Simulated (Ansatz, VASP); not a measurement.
## Fe in VASP and in Ansatz

```
Fe
1.0
     0.00000    1.97982    2.00365
     1.52783    0.00000    2.00365
     1.52783    1.97982    0.00000
Fe
1
Cartesian
  0.0000 0.0000 0.0000
```

Change from the starting cell: volume scaled by 1.06, PAW files.

Alike in both runs: task electric field gradients; functional PBE; k mesh 16 × 16 × 16; occupations fermi-dirac, width 0.05 eV; collinear spin.

|  | VASP | Ansatz |
| --- | --- | --- |
| version | VASP 6.6.1 | Ansatz 0.2.0 |
| potentials or method | VASP PAW PBE potentials, release 64 (Fe) | PAW with Ansatz's default frozen-core files, scalar-relativistic |
| plane-wave cutoff (eV) | 520 | 420 |
| valence electrons in the cell | 8 | 16 |

```csv
,VASP,Ansatz,Ansatz less VASP
pressure (GPa),-8.8,-9.3,-0.43
"traceless stress, the component that is largest in VASP (GPa)",-4.12,-4.31,-0.191
net moment per atom (μB),2.36,2.33,-0.034
size of the moment on the site where the two differ most (μB),2.37,2.38,+0.014
size of Vzz on the site where it differs most (V/Å²),4.0,5.2,+1.23
```

Site moments also hang on the region over which each program counts them. The functional is the same, so the differences come from potentials, cutoffs and numerics. VASP's potentials hold 8 valence electrons a cell and Ansatz's 16, so a difference there can come from the potentials and not from the codes.
